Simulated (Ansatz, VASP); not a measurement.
## TiPbO3: VASP beside Ansatz

INCAR

```
PREC = Accurate ; ENCUT = 600
EDIFF = 1E-6 ; ISMEAR = 0
SIGMA = 0.01 ; LREAL = False
LASPH = True ; NELM = 120
ALGO = Normal ; ISIF = 2
LWAVE = False ; LCHARG = False
GGA = PE ; NBANDS = 30
GGA_COMPAT = False
```

KPOINTS

```
regular mesh
0
Gamma
  6 6 6
```

Contents of POSCAR:

```
TiPbO3
1.0
    3.9673220356      0.0000000000      0.0000000000
    0.0000000000      3.9673220356      0.0000000000
    0.0000000000      0.0000000000      4.2224019583
Ti Pb O
1 1 3
Direct
    0.5000000000      0.5000000000      0.5382000000
    0.0000000000      0.0000000000      0.0000000000
    0.5000000000      0.5000000000      0.1130000000
    0.5000000000      0.0000000000      0.6150000000
    0.0000000000      0.5000000000      0.6150000000
```

Input for Ansatz:

```yaml
crystal:
  lattice:
    - [3.967322035618553, 0.0, 0.0]
    - [0.0, 3.967322035618553, 0.0]
    - [0.0, 0.0, 4.22240195825129]
  atoms:
    - { symbol: Ti, position: [0.5, 0.5, 0.5382] }
    - { symbol: Pb, position: [0.0, 0.0, 0.0] }
    - { symbol: O, position: [0.5, 0.5, 0.113] }
    - { symbol: O, position: [0.5, 0.0, 0.615] }
    - { symbol: O, position: [0.0, 0.5, 0.615] }
basis:
  ecutwfc: 510.0
kpoints:
  mp_grid:
    grid: [6, 6, 6]
hamiltonian:
  xc: pbe
  pseudopotentials:
    kind: paw
scf:
  occupations:
    method: fixed
output:
  stress: true
```

Alike in both runs: task single point; functional PBE; k mesh 6 × 6 × 6; no spin polarisation.

|  | VASP | Ansatz |
| --- | --- | --- |
| version | VASP 6.6.1 | Ansatz 0.2.0 |
| potentials or method | VASP PAW PBE potentials, release 64 (Ti_sv, Pb_d, O), cutoff 600 eV | plane waves, PAW |
| occupations | gaussian, width 0.01 eV | fixed |
| valence electrons in the cell | 44 | 44 |

|  | VASP | Ansatz | Ansatz less VASP |
| --- | --- | --- | --- |
| pressure (GPa) | -3.1 | -3.3 | -0.16 |
| traceless stress, the component that is largest in VASP (GPa) | 1.00 | 0.88 | -0.120 |

Spin-orbit coupling is off throughout.
